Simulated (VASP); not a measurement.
Rh:

```
Rh
1.0
     0.00000    1.89785    1.89785
     1.89785    0.00000    1.89785
     1.89785    1.89785    0.00000
Rh
1
Direct
  0.00000 0.00000 0.00000
```

Base run:

- Program: VASP 6.6.1
- Functional: r2SCAN
- Potentials or basis: VASP PAW PBE potentials, release 64 (Rh_sv_GW)
- Cutoff: 580 eV
- k mesh: 8 × 8 × 8
- Occupations: gaussian, width 0.1 eV
- Spin: no spin polarisation

Its results: pressure 0.1 GPa.

Question: The run is repeated on the same cell with these changes: potentials or basis from VASP PAW PBE potentials, release 64 (Rh_sv_GW) to VASP PAW PBE potentials, release 64 (Rh_pv); cutoff from 580 eV to 520 eV; valence electrons from 17 to 15. What comes out?

Answer: Pressure 2.9 GPa.

Caveats: the PAW data sets were made with another functional, which shifts forces and pressure a little.
